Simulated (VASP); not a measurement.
# ZnSe: single point with PBEsol

ZnSe:

```
Se Zn
1.0
     0.00000    2.79012    2.79012
     2.79012    0.00000    2.79012
     2.79012    2.79012    0.00000
Se Zn
1 1
Cartesian
  4.1852 4.1852 4.1852
  0.0000 0.0000 0.0000
```

```yaml
Program: VASP 6.6.1
Task: single point
Functional: PBEsol
Potentials_or_basis: VASP PAW PBE potentials, release 64 (Se, Zn)
Cutoff: 520 eV
k_mesh: 8 × 8 × 8
Occupations: fermi-dirac, width 0.05 eV
Spin: no spin polarisation
Dipole_correction: no
Further_INCAR_settings: ALGO = Normal; EDIFF = 1e-06; NBANDS = 16
```

```yaml
Pressure: 2.3 GPa
Band_gap_on_the_k_mesh: 1.36 eV
```

Levels at points of the mesh, in eV from the valence-band top:
| k point | band 5 | band 6 | band 7 | band 8 | band 9 | band 10 | band 11 | band 12 | band 13 | band 14 |
| --- | --- | --- | --- | --- | --- | --- | --- | --- | --- | --- |
| (0.00, 0.00, 0.00) | -6.32 | -6.32 | 0.00 | 0.00 | 0.00 | 1.36 | 5.71 | 5.71 | 5.71 | 9.92 |
| (0.50, 0.00, 0.00) | -6.30 | -6.15 | -5.59 | -0.95 | -0.95 | 2.52 | 6.29 | 6.29 | 8.52 | 11.05 |
| (0.50, 0.50, 0.00) | -6.27 | -6.13 | -4.99 | -2.38 | -2.38 | 2.73 | 3.36 | 10.96 | 11.49 | 11.49 |

Wall time 27 s on 1 thread of AMD EPYC 7R13, on a shared host, peak memory 0.15 GiB.

Caveat: the PAW data sets were made with another functional, which shifts forces and pressure a little.
